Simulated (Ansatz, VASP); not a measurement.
Two plane-wave programs on Al3GaN4

```
Al Ga N
1.0
     4.40105    0.00002   -0.00001
     0.00002    4.40117    0.00001
    -0.00001    0.00001    4.40115
Al Ga N
3 1 4
Direct
  0.50000 0.50000 0.00000
  0.50000 0.00000 0.50000
  0.00000 0.50000 0.50000
  0.00001 0.00000 0.00000
  0.74444 0.74444 0.25556
  0.74444 0.25556 0.74444
  0.25556 0.74444 0.74444
  0.25556 0.25556 0.25556
```

Change from the starting cell: all atoms moved at random, sigma 0.1 Å a component, cell strained at random, sigma 0.06; relaxed back.

Alike in both runs: functional r2SCAN; k mesh 6 × 6 × 6; occupations gaussian, width 0.05 eV; no spin polarisation.

Ansatz relaxed the structure, and its values are those at the end. VASP's run is a single point on that final structure, the one shown.

|  | VASP | Ansatz |
| --- | --- | --- |
| version | VASP 6.6.1 | Ansatz 0.2.0 |
| potentials or method | VASP PAW PBE potentials, release 64 (Al, Ga_d, N), cutoff 520 eV | scalar-relativistic, plane waves, PAW |
| valence electrons in the cell | 42 | 42 |

|  | VASP | Ansatz | Ansatz less VASP |
| --- | --- | --- | --- |
| gap on the k mesh at the Fermi level (eV) | 4.00 | 4.01 | +0.005 |
| least direct gap on the mesh (eV) | 4.00 | 4.01 | +0.005 |
| pressure (GPa) | 0.0 | 0.0 | +0.01 |
| rms of the force components (eV/Å) | 0.029 | 0.002 | -0.0278 |

VASP's potentials were made for PBE, not for r2SCAN.
